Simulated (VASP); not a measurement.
Here is a VASP 6.6.1 calculation.

INCAR

```
  PREC = Accurate
  ENCUT = 520
  EDIFF = 1E-7
  ISMEAR = -1
  SIGMA = 0.05
  LREAL = F
  LASPH = T
  NELM = 80
  ALGO = Normal
  ISIF = 2
  LWAVE = F
  LCHARG = T
  GGA = PE
  LELF = T
  LVHAR = T
  NBANDS = 20
```

Contents of KPOINTS:

```
regular mesh
0
Gamma
  8 8 8
```

POSCAR

```
GaGe
1.0
    0.0000000000      2.8657274343      2.8657274343
    2.8657274343      0.0000000000      2.8657274343
    2.8657274343      2.8657274343      0.0000000000
Ge Ga
1 1
Direct
    0.0000000000      0.0000000000      0.0000000000
    0.2500000000      0.2500000000      0.2500000000
```

Potentials or basis: VASP PAW PBE potentials, release 64 (Ge_d, Ga_d).

Launch:

```bash
$ cat potpaw_PBE.64/Ge_d/POTCAR potpaw_PBE.64/Ga_d/POTCAR > POTCAR
$ mpirun -np 1 vasp_std > vasp.out
```

Task: Estimate the pressure.

Result: 2.1 GPa.
